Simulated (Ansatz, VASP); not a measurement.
## Two plane-wave programs on Mg3CdTe4

```xyz
8
Lattice="6.5360 0.0000 0.0000 0.0000 6.5360 0.0000 0.0000 0.0000 6.5360" Properties=species:S:1:pos:R:3 pbc="T T T"
Mg    0.0000    0.0000    3.2680
Mg    0.0000    3.2680    0.0000
Mg    3.2680    0.0000    0.0000
Cd    3.2680    3.2680    3.2680
Te    4.9224    4.9224    4.9224
Te    4.9224    1.6136    1.6136
Te    1.6136    4.9224    1.6136
Te    1.6136    1.6136    4.9224
```

Alike in both runs: functional PBE; k mesh 4 × 4 × 4; occupations gaussian, width 0.02 eV; no spin polarisation.

Ansatz relaxed the structure, and its values are those at the end. VASP's run is a single point on that final structure, the one shown.

|  | VASP | Ansatz |
| --- | --- | --- |
| version | VASP 6.6.1 | Ansatz 0.2.0 |
| potentials or method | VASP PAW PBE potentials, release 64 (Mg, Cd, Te), cutoff 520 eV | scalar-relativistic, plane waves, PAW |
| valence electrons in the cell | 42 | 114 |

VASP gave:

```
gap on the k mesh at the Fermi level (eV) : 1.77
least direct gap on the mesh (eV)         : 1.77
pressure (GPa)                            : 0.0
rms of the force components (eV/Å)        : 0.007
```

Problem. What did Ansatz give for the same quantities?

Solution. gap on the k mesh at the Fermi level (eV): 1.78; least direct gap on the mesh (eV): 1.78; pressure (GPa): 0.0; rms of the force components (eV/Å): 0.001.

The functional is the same, so the differences come from potentials, cutoffs and numerics. VASP's potentials hold 42 valence electrons a cell and Ansatz's 114, so a difference there can come from the potentials and not from the codes.

Neither program's run includes spin-orbit coupling.
